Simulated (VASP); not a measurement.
# Ti2BeH6 (Fm-3m) in VASP: notebook

Runs on Ti2BeH6. Level: PBE. Tasks: relaxation of cell and atoms, single point.

Everything below comes from runs of VASP 6.6.1. Logs are shortened: lines on timing, memory, paths and dates and some standing lists are left out, and cuts for length are marked.

## 1. The cell of the first run

The structure is cubic, space group Fm-3m (No. 225). The conventional cell has a = 6.058 Å, b = 6.058 Å, c = 6.058 Å, α = 90.00°, β = 90.00°, γ = 90.00°. Within 2.8 Å of Ti (site symmetry -43m) lie 12 H at 2.14 Å and 4 Be at 2.62 Å. Within 2.1 Å of Be (site symmetry m-3m) lie 6 H at 1.56 Å. Within 2.1 Å of H (site symmetry 4mm) lie 1 Be at 1.56 Å and 4 H at 2.08 Å.

## 2. Relaxation of cell and atoms, PBE

Input file INCAR:

```
SYSTEM = Ti2BeH6
PREC = Accurate
ENCUT = 600
EDIFF = 1E-7
ISMEAR = 0
SIGMA = 0.1
LREAL = .False.
LASPH = .True.
NELM = 60
ALGO = Normal
ISIF = 3
LWAVE = .False.
LCHARG = .False.
GGA = PE
IBRION = 2
NSW = 90
EDIFFG = -0.04
```

Input file KPOINTS:

```
Automatic mesh
0
Gamma
  6 6 6
  0 0 0
```

Input file POSCAR:

```
Ti2BeH6
1.0
    0.0000000000      3.0291168176      3.0291168176
    3.0291168176      0.0000000000      3.0291168176
    3.0291168176      3.0291168176      0.0000000000
Ti Be H
2 1 6
Direct
    0.2500000000      0.2500000000      0.2500000000
    0.7500000000      0.7500000000      0.7500000000
    0.0000000000      0.0000000000      0.0000000000
    0.7428212786      0.2571787214      0.2571787214
    0.2571787214      0.7428212786      0.7428212786
    0.2571787214      0.7428212786      0.2571787214
    0.7428212786      0.2571787214      0.7428212786
    0.2571787214      0.2571787214      0.7428212786
    0.7428212786      0.7428212786      0.2571787214
```

Potentials or basis: VASP PAW PBE potentials, release 64 (Ti_sv, Be, H).

Command:

```sh
> cat potpaw_PBE.64/Ti_sv/POTCAR potpaw_PBE.64/Be/POTCAR potpaw_PBE.64/H/POTCAR > POTCAR
> mpirun -np 1 vasp_std > vasp.out
```

OUTCAR:

```text
SYSTEM = Ti2BeH6
   PREC = Accurate
   ENCUT = 600
   EDIFF = 1E-7
   ISMEAR = 0
   LREAL = .False.
   LASPH = .True.
   NELM = 60
   ISIF = 3
   GGA = PE
   IBRION = 2
   NSW = 90
   EDIFFG = -0.04

 ion  position               nearest neighbor table
   1  0.250  0.250  0.250-   3 2.62   3 2.62   3 2.62   3 2.62
   2  0.750  0.750  0.750-   3 2.62   3 2.62   3 2.62   3 2.62
   3  0.000  0.000  0.000-   4 1.56   5 1.56   6 1.56   7 1.56   8 1.56   9 1.56   2 2.62   2 2.62
                             1 2.62   2 2.62   2 2.62   1 2.62   1 2.62   1 2.62
   4  0.743  0.257  0.257-   3 1.56
   5  0.257  0.743  0.743-   3 1.56
   6  0.257  0.743  0.257-   3 1.56
   7  0.743  0.257  0.743-   3 1.56
   8  0.257  0.257  0.743-   3 1.56
   9  0.743  0.743  0.257-   3 1.56

  LATTYP: Found a face centered cubic cell.
 ALAT       =     6.0582336352

  Lattice vectors:

 A1 = (   0.0000000000,   3.0291168176,   3.0291168176)
 A2 = (   3.0291168176,   0.0000000000,   3.0291168176)
 A3 = (   3.0291168176,   3.0291168176,   0.0000000000)

Analysis of symmetry for initial positions (statically):
=====================================================================
 Subroutine PRICEL returns:
 Original cell was already a primitive cell.

 Routine SETGRP: Setting up the symmetry group for a
 face centered cubic supercell.

 Subroutine GETGRP returns: Found 48 space group operations
 (whereof 48 operations were pure point group operations)
 out of a pool of 48 trial point group operations.

The static configuration has the point symmetry O_h .

Analysis of symmetry for dynamics (positions and initial velocities):
=====================================================================
 Subroutine PRICEL returns:
 Original cell was already a primitive cell.

 Routine SETGRP: Setting up the symmetry group for a
 face centered cubic supercell.

 Subroutine GETGRP returns: Found 48 space group operations
 (whereof 48 operations were pure point group operations)
 out of a pool of 48 trial point group operations.

The dynamic configuration has the point symmetry O_h .

 Subroutine INISYM returns: Found 48 space group operations
 (whereof 48 operations are pure point group operations),
 and found     1 'primitive' translations

----------------------------------------------------------------------------------------

                                     Primitive cell

  volume of cell :      55.5876

  direct lattice vectors                    reciprocal lattice vectors
     0.000000000  3.029116818  3.029116818    -0.165064615  0.165064615  0.165064615
     3.029116818  0.000000000  3.029116818     0.165064615 -0.165064615  0.165064615
     3.029116818  3.029116818  0.000000000     0.165064615  0.165064615 -0.165064615

  length of vectors
     4.283818085  4.283818085  4.283818085     0.285900299  0.285900299  0.285900299

  position of ions in fractional coordinates (direct lattice)
     0.250000000  0.250000000  0.250000000
     0.750000000  0.750000000  0.750000000
     0.000000000  0.000000000  0.000000000
     0.742821279  0.257178721  0.257178721
     0.257178721  0.742821279  0.742821279
     0.257178721  0.742821279  0.257178721
     0.742821279  0.257178721  0.742821279
     0.257178721  0.257178721  0.742821279
     0.742821279  0.742821279  0.257178721

  ion indices of the primitive-cell ions
   primitive index   ion index
                 1           1
                 2           2
                 3           3
                 4           4
                 5           5
                 6           6
                 7           7
                 8           8
                 9           9

----------------------------------------------------------------------------------------

 KPOINTS: Automatic mesh

Automatic generation of k-mesh.
 Grid dimensions read from file:
 generate k-points for:    6    6    6

 Generating k-lattice:

  Cartesian coordinates                     Fractional coordinates (reciprocal lattice)
    -0.027510769  0.027510769  0.027510769     0.166666667  0.000000000  0.000000000
     0.027510769 -0.027510769  0.027510769     0.000000000  0.166666667  0.000000000
     0.027510769  0.027510769 -0.027510769     0.000000000  0.000000000  0.166666667

  Length of vectors
     0.047650050  0.047650050  0.047650050

  Shift w.r.t. Gamma in fractional coordinates (k-lattice)
     0.000000000  0.000000000  0.000000000

 Subroutine IBZKPT returns following result:
 ===========================================

 Found     16 irreducible k-points:

 Following reciprocal coordinates:
            Coordinates               Weight
  0.000000  0.000000  0.000000      1.000000
  0.166667  0.000000  0.000000      8.000000
  0.333333  0.000000  0.000000      8.000000
  0.500000  0.000000  0.000000      4.000000
  0.166667  0.166667  0.000000      6.000000
  0.333333  0.166667  0.000000     24.000000
[... 8 lines left out ...]
 -0.333333  0.333333  0.166667     24.000000
 -0.333333  0.500000  0.166667     12.000000
   k-points           NKPTS =     16   k-points in BZ     NKDIM =     16   number of bands    NBANDS=     21
   number of dos      NEDOS =    301   number of ions     NIONS =      9
   total plane-waves  NPLWV =  46656
   dimension x,y,z NGX =    36 NGY =   36 NGZ =   36
   dimension x,y,z NGXF=    72 NGYF=   72 NGZF=   72
   ions per type =               2   1   6
   NGX,Y,Z   is equivalent  to a cutoff of  13.97, 13.97, 13.97 a.u.
   NGXF,Y,Z  is equivalent  to a cutoff of  27.94, 27.94, 27.94 a.u.
 SYSTEM =  Ti2BeH6
   PREC   = accura    normal or accurate (medium, high low for compatibility)
   ISTART =      0    job   : 0-new  1-cont  2-samecut
   ICHARG =      2    charge: 1-file 2-atom 10-const
   ISPIN  =      1    spin polarized calculation?
   LNONCOLLINEAR =      F non collinear calculations
   LSORBIT =      F    spin-orbit coupling
   LASPH  =      T    aspherical Exc in radial PAW
   ENCUT  =  600.0 eV  44.10 Ry    6.64 a.u.   8.56  8.56  8.56*2*pi/ulx,y,z
   NELM   =     60;   NELMIN=  2; NELMDL= -5     # of ELM steps
   EDIFF  = 0.1E-06   stopping-criterion for ELM
   LREAL  =      F    real-space projection
   EDIFFG = -.4E-01   stopping-criterion for IOM
   NSW    =     90    number of steps for IOM
   IBRION =      2    ionic relax: 0-MD 1-quasi-New 2-CG
   NFREE  =      1    steps in history (QN), initial steepest desc. (CG)
   ISIF   =      3    stress and relaxation
   ISYM   =      2    0-nonsym 1-usesym 2-fastsym
   POTIM  = 0.5000    time-step for ionic-motion
   TEBEG  =    0.0;   TEEND  =   0.0 temperature during run
   PSTRESS=    0.0 pullay stress
   NELECT =      32.0000    total number of electrons
   NUPDOWN=      -1.0000    fix difference up-down
   EMIN   =  10.00;   EMAX   =-10.00  energy-range for DOS
   EFERMI =   0.00;   METHOD = LEGACY
   ISMEAR =     0;   SIGMA  =   0.10  broadening in eV -4-tet -1-fermi 0-gaus
   EFERMI_NEDOS =   21; number of points for ismear=-14 and -15
   IALGO  =     38    algorithm
   IMIX   =      4    mixing-type and parameters
     AMIX     =   0.40;   BMIX     =  1.00
     AMIX_MAG =   1.60;   BMIX_MAG =  1.00
  volume/ion in A,a.u.               =       6.18        41.68
  Fermi-wavevector in a.u.,A,eV,Ry     =   1.361859  2.573540 25.234179  1.854660
  Thomas-Fermi vector in A             =   2.488399
   LORBIT       =      0    0 simple, 1 ext, 2 COOP (PROOUT), +10 PAW based schemes
   GGA     = PE    functional components
   LHFCALC =     F    Hartree Fock is set to
   AEXX    =    0.0000 exact exchange contribution
   IVDW    =     0    specifies the selected vdW correction
   LEPSILON=     F    determine dielectric tensor
   LRPA    =     F    only Hartree local field effects (RPA)
 conjugate gradient relaxation of ions
 non-spin polarized calculation
 Gauss-broadening in eV      SIGMA  =   0.10
  energy-cutoff  :      600.00
  volume of cell :       55.59
 maximum number of plane-waves:      1874
 NGX is ok and might be reduce to    36
   NGX = 17   NGY = 17   NGZ = 17

 number of electron      32.0000004 magnetization

 Free energy of the ion-electron system (eV)
  ---------------------------------------------------
  ext. energy  EPLUGINS =         0.00000000
  ---------------------------------------------------
  free energy    TOTEN  =       -40.42917226 eV

  energy without entropy =      -40.40375441  energy(sigma->0) =      -40.41646333

 E-fermi :   8.1876     XC(G=0): -11.4567

 val. band max:        8.1496893563   @ k =   0.5000   0.0000   0.0000
 cond. band min:       8.1955424247   @ k =   0.5000   0.0000   0.0000
 fundamental gap:      0.0458530684
 Fermi energy:         8.1875801665

 k-point     1 :       0.0000    0.0000    0.0000
  band No.  band energies     occupation
      1     -49.2450      2.00000
      2     -49.1633      2.00000
      3     -25.6184      2.00000
      4     -25.6184      2.00000
      5     -25.6184      2.00000
      6     -25.4166      2.00000
[... 13 lines left out ...]
     20      10.7545      0.00000
     21      11.7756      0.00000

 k-point     2 :       0.1667    0.0000    0.0000
  band No.  band energies     occupation
      1     -49.2394      2.00000
      2     -49.1686      2.00000
      3     -25.6105      2.00000
      4     -25.6063      2.00000
      5     -25.6063      2.00000
      6     -25.4362      2.00000
[... 13 lines left out ...]
     20       9.9502      0.00000
     21      10.7685      0.00000
[... 295 lines left out ...]
      5     -25.5286      2.00000
      6     -25.5285      2.00000
[... 13 lines left out ...]
     20       9.0704      0.00000
     21      10.5626      0.00000

 k-point    16 :      -0.3333    0.5000    0.1667
  band No.  band energies     occupation
      1     -49.2098      2.00000
      2     -49.1962      2.00000
      3     -25.6993      2.00000
      4     -25.6755      2.00000
      5     -25.5963      2.00000
      6     -25.4598      2.00000
[... 13 lines left out ...]
     20       9.5657      0.00000
     21      10.1717      0.00000

------------------------ aborting loop because EDIFF is reached ----------------------------------------

  FORCE on cell =-STRESS in cart. coord.  units (eV):
  Direction    XX          YY          ZZ          XY          YZ          ZX
  --------------------------------------------------------------------------------------
  -------------------------------------------------------------------------------------
  Total       -0.0250697     -0.0250697     -0.0250697      0.0000000      0.0000000     -0.0000000
  in kB       -0.7225732     -0.7225732     -0.7225732      0.0000000      0.0000000     -0.0000000
  external PRESSURE =      -0.7225732 kB  Pullay stress =       0.0000000 kB

 VOLUME and BASIS-vectors are now :
 -----------------------------------------------------------------------------
  energy-cutoff  :      600.00
  volume of cell :       55.59
      direct lattice vectors                 reciprocal lattice vectors
     0.000000000  3.029116818  3.029116818    -0.165064615  0.165064615  0.165064615
     3.029116818  0.000000000  3.029116818     0.165064615 -0.165064615  0.165064615
     3.029116818  3.029116818  0.000000000     0.165064615  0.165064615 -0.165064615

 POSITION                                       TOTAL-FORCE (eV/Angst)
 -----------------------------------------------------------------------------------
      1.51456      1.51456      1.51456        -0.000000      0.000000      0.000000
      4.54368      4.54368      4.54368        -0.000000      0.000000      0.000000
      0.00000      0.00000      0.00000        -0.000000      0.000000      0.000000
      1.55805      3.02912      3.02912         0.001420      0.000000      0.000000
      4.50018      3.02912      3.02912        -0.001420      0.000000      0.000000
      3.02912      1.55805      3.02912        -0.000000      0.001420      0.000000
      3.02912      4.50018      3.02912        -0.000000     -0.001420      0.000000
      3.02912      3.02912      1.55805        -0.000000      0.000000      0.001420
      3.02912      3.02912      4.50018        -0.000000      0.000000     -0.001420
 -----------------------------------------------------------------------------------
    total drift:                                0.000000      0.000000      0.000000

  FREE ENERGIE OF THE ION-ELECTRON SYSTEM (eV)
  ---------------------------------------------------
  free  energy   TOTEN  =       -40.4291722551 eV

  energy  without entropy=      -40.4037544063  energy(sigma->0) =      -40.41646333

 reached required accuracy - stopping structural energy minimisation
```

Run time: 15 s. Hardware: 1 thread of Intel Xeon 6975P-C (Granite Rapids), shared host; peak memory 0.2 GiB.

What came out:

```
Free energy             : -40.4292 eV
Pressure after relaxing : -0.1 GPa
Band gap on the k mesh  : zero (band 16 reaches 9.80 eV, above the bottom of band 17 at 7.95 eV)
```

Final structure:
```
CELL_PARAMETERS angstrom
0.00000 3.02912 3.02912
3.02912 0.00000 3.02912
3.02912 3.02912 0.00000
ATOMIC_POSITIONS crystal
Ti 0.25000 0.25000 0.25000
Ti 0.75000 0.75000 0.75000
Be 0.00000 0.00000 0.00000
H 0.74282 0.25718 0.25718
H 0.25718 0.74282 0.74282
H 0.25718 0.74282 0.25718
H 0.74282 0.25718 0.74282
H 0.25718 0.25718 0.74282
H 0.74282 0.74282 0.25718
```

Caveat: the relaxation stopped at its first step, so nothing moved.

## 3. Single point, PBE, collinear spin, ferromagnetic start

Input file INCAR:

```
SYSTEM = Ti2BeH6
  PREC = Accurate
  ENCUT = 520
  EDIFF = 1E-6
  ISMEAR = 0
  SIGMA = 0.1
  LREAL = .FALSE.
  LASPH = .TRUE.
  NELM = 150
  ALGO = Normal
  ISIF = 2
  LWAVE = .FALSE.
  LCHARG = .FALSE.
  ISPIN = 2
  MAGMOM = 1 1 0 0 0 0 0 0 0
  LORBIT = 11
  LMAXMIX = 4
  GGA = PE
  NBANDS = 30
```

Input file KPOINTS:

```
Automatic mesh
0
G
  6 6 6
  0 0 0
```

POSCAR is that of step 2.

Potentials or basis: VASP PAW PBE potentials, release 64 (Ti_sv, Be, H).

Command:

```sh
> cat potpaw_PBE.64/Ti_sv/POTCAR potpaw_PBE.64/Be/POTCAR potpaw_PBE.64/H/POTCAR > POTCAR
> mpirun -np 1 vasp_std > vasp.out
```

It took 32 s on 1 thread of Intel Xeon 6975P-C (Granite Rapids), shared host; peak memory 0.22 GiB.

The run converged. Its results:

| Item | Value |
| --- | --- |
| Free energy | -40.4269 eV |
| Pressure | -0.2 GPa |
| Band gap on the k mesh | zero (filled and empty bands overlap) |
| Net moment | 0.00 μB per cell |
| Valence electrons inside the program's atomic spheres | Ti 10.31; Be 1.25; H 0.56 |

Levels at points of the mesh, in eV from the Fermi level:
Spin up:
| k point | band 12 | band 13 | band 14 | band 15 | band 16 | band 17 | band 18 | band 19 | band 20 | band 21 |
| --- | --- | --- | --- | --- | --- | --- | --- | --- | --- | --- |
| (0.00, 0.00, 0.00) | -7.24 | -4.29 | -4.29 | 1.61 | 1.61 | 1.61 | 1.87 | 2.57 | 2.57 | 3.59 |
| (0.50, 0.00, 0.00) | -6.07 | -4.72 | -4.72 | -0.63 | -0.21 | -0.04 | -0.04 | 0.01 | 0.01 | 3.05 |
| (0.50, 0.50, 0.00) | -6.50 | -6.50 | -2.04 | -1.46 | -0.75 | -0.23 | -0.23 | 0.39 | 0.39 | 1.78 |
Spin down:
```tsv
k point	band 12	band 13	band 14	band 15	band 16	band 17	band 18	band 19	band 20	band 21
(0.00, 0.00, 0.00)	-7.24	-4.29	-4.29	1.61	1.61	1.61	1.87	2.57	2.57	3.59
(0.50, 0.00, 0.00)	-6.07	-4.72	-4.72	-0.63	-0.21	-0.04	-0.04	0.01	0.01	3.05
(0.50, 0.50, 0.00)	-6.50	-6.50	-2.04	-1.46	-0.75	-0.23	-0.23	0.39	0.39	1.78
```

## 4. Relaxation of cell and atoms, PBE

Input file INCAR:

```
PREC     = Accurate       # precision mode
ENCUT    = 600            # plane-wave cutoff, eV
EDIFF    = 1E-6           # SCF threshold, eV
ISMEAR   = 0              # smearing method
SIGMA    = 0.1            # smearing width, eV
LREAL    = False          # projectors in reciprocal space
LASPH    = True           # aspherical terms in the spheres
NELM     = 80             # most SCF steps
ALGO     = Normal         # electronic algorithm
ISIF     = 3              # what is computed and relaxed
LWAVE    = False          # write WAVECAR
LCHARG   = False          # write CHGCAR
GGA      = PE             # functional
IBRION   = 2              # ionic algorithm
NSW      = 100            # ionic steps
EDIFFG   = -0.01          # ionic threshold
```

Input file KPOINTS:

```
Automatic mesh
0
Gamma
  10 10 10
```

POSCAR is that of step 3.

Command:

```sh
> cat potpaw_PBE.64/Ti_sv/POTCAR potpaw_PBE.64/Be/POTCAR potpaw_PBE.64/H/POTCAR > POTCAR
> mpirun -np 1 vasp_std > vasp.out
```

Wall time 65 s (1 thread of Intel Xeon Platinum 8488C (Sapphire Rapids), shared host); peak memory 0.23 GiB.

It converged, with:

- Free energy: -40.4390 eV
- Pressure after relaxing: -0.2 GPa
- Largest force after relaxing: 0.008 eV/Å
- Band gap on the k mesh: zero (band 16 reaches 9.81 eV, above the bottom of band 17 at 7.80 eV)

Forces on the atoms (eV/Å):
```
Ti   0.000  0.000  0.000
Ti   0.000  0.000  0.000
Be   0.000  0.000  0.000
H    0.008  0.000  0.000
H   -0.008  0.000  0.000
H    0.000  0.008  0.000
H    0.000 -0.008  0.000
H    0.000  0.000  0.008
H    0.000  0.000 -0.008
```

Final structure:
```yaml
crystal:
  lattice:
    - [0.00000, 3.02912, 3.02912]
    - [3.02912, 0.00000, 3.02912]
    - [3.02912, 3.02912, 0.00000]
  atoms:
    - { symbol: Ti, position: [0.25000, 0.25000, 0.25000] }
    - { symbol: Ti, position: [0.75000, 0.75000, 0.75000] }
    - { symbol: Be, position: [0.00000, 0.00000, 0.00000] }
    - { symbol: H, position: [0.74282, 0.25718, 0.25718] }
    - { symbol: H, position: [0.25718, 0.74282, 0.74282] }
    - { symbol: H, position: [0.25718, 0.74282, 0.25718] }
    - { symbol: H, position: [0.74282, 0.25718, 0.74282] }
    - { symbol: H, position: [0.25718, 0.25718, 0.74282] }
    - { symbol: H, position: [0.74282, 0.74282, 0.25718] }
```

Levels at points of the mesh, in eV from the Fermi level:
```tsv
k point	band 14	band 15	band 16	band 17	band 18	band 19
(0.00, 0.00, 0.00)	-4.27	1.64	1.64	1.64	1.89	2.59
(0.50, 0.00, 0.00)	-4.70	-0.61	-0.19	-0.02	-0.02	0.03
(0.50, 0.50, 0.00)	-2.02	-1.44	-0.74	-0.21	-0.21	0.41
```

Caveat: the relaxation stopped at its first step, so nothing moved.

## 5. The runs side by side

```tsv
task	spin	cell	k mesh	cutoff (eV)	gap on the mesh (eV)	pressure (GPa)
relaxation of cell and atoms	off	relaxed	6 × 6 × 6	600	none	-0.1
single point	collinear, ferromagnetic start	as given	6 × 6 × 6	520	none	-0.2
relaxation of cell and atoms	off	relaxed	10 × 10 × 10	600	none	-0.2
```

Alike in all rows: level PBE; potentials or basis VASP PAW PBE potentials, release 64 (Ti_sv, Be, H); smearing gaussian 0.1 eV.

Caveats: the relaxation stopped at its first step, so nothing moved (some runs).

Absolute energies hang on the potentials; compare differences alone.
